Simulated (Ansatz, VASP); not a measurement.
# InBi3O: VASP beside Ansatz

```
In Bi O
1.0
    -3.07077    3.07077    3.74915
     3.07077   -3.07077    3.74915
     3.07077    3.07077   -3.74915
In Bi O
1 3 1
Direct
  0.52104 0.52104 0.00000
  0.43301 0.93301 0.50000
  0.93301 0.43301 0.50000
  0.07697 0.07697 0.00000
  0.79253 0.79253 0.00000
```

Alike in both runs: functional PBE; k mesh 4 × 4 × 4; occupations gaussian, width 0.2 eV; no spin polarisation.

Ansatz relaxed the structure, and its values are those at the end. VASP's run is a single point on that final structure, the one shown.

|  | VASP | Ansatz |
| --- | --- | --- |
| version | VASP 6.6.1 | Ansatz 0.2.0 |
| potentials or method | VASP PAW PBE potentials, release 64 (In_d, Bi_d, O), cutoff 520 eV | scalar-relativistic, plane waves, PAW |
| valence electrons in the cell | 64 | 64 |

```tsv
	VASP	Ansatz	Ansatz less VASP
gap on the k mesh at the Fermi level (eV)	none	none	-
pressure (GPa)	0.1	0.1	0.00
rms of the force components (eV/Å)	0.023	0.007	-0.0158
```

A gap of «none» marks a metal or a gap that the smearing closes. With one functional, cell and mesh, what is left measures potentials, basis and numerics.

The k mesh is coarse, so the values compare programs but aren't converged. Spin-orbit coupling is off throughout.
